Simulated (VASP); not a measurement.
Input of a VASP 6.6.1 run:

File INCAR:

```
SYSTEM = Ge
AGGAC = 1.0
AGGAX = 1.0
ALDAC = 0.0
ALDAX = 1.0
ALGO = Normal
EDIFF = 1E-6
EDIFFG = -0.01
ENCUT = 600
GGA = B5
IBRION = 2
ISIF = 3
ISMEAR = -1
LASPH = .True.
LCHARG = .False.
LREAL = .False.
LWAVE = .False.
NELM = 60
NSW = 60
PREC = Accurate
SIGMA = 0.05
```

File KPOINTS:

```
k-points
0
Gamma
  8 8 4
  0 0 0
```

The input POSCAR:

```
Ge
1.0
    3.9975858431      0.0000000000      0.0000000000
   -1.9987929216      3.4620108940      0.0000000000
    0.0000000000      0.0000000000      6.5993779500
Ge
4
Direct
    0.3333333333      0.6666666667      0.9370987500
    0.6666666667      0.3333333333      0.4370987500
    0.3333333333      0.6666666667      0.5629012500
    0.6666666667      0.3333333333      0.0629012500
```

Potentials or basis: VASP PAW PBE potentials, release 64 (Ge_d).

The run is started by

```sh
$ cat potpaw_PBE.64/Ge_d/POTCAR > POTCAR
$ mpirun -np 1 vasp_std > vasp.out
```

(1) Estimate the relaxed cell.

(2) What does it give for the relaxed volume?

(3) Estimate the band gap on the k mesh.

(4) What does it give for the space group after relaxing (to 0.1 Å)?

Answers

(1) a = 4.153 Å, b = 4.153 Å, c = 6.835 Å, α = 90.00°, β = 90.00°, γ = 120.00°.

(2) 25.52 Å³/atom.

(3) zero (bands 28 and 29 overlap by 0.08 eV).

(4) P6_3/mmc (No. 194).

Caveat: semilocal functionals underestimate gaps, so a narrow gap can read as zero; the PAW data sets were made with another functional, which shifts forces and pressure a little.
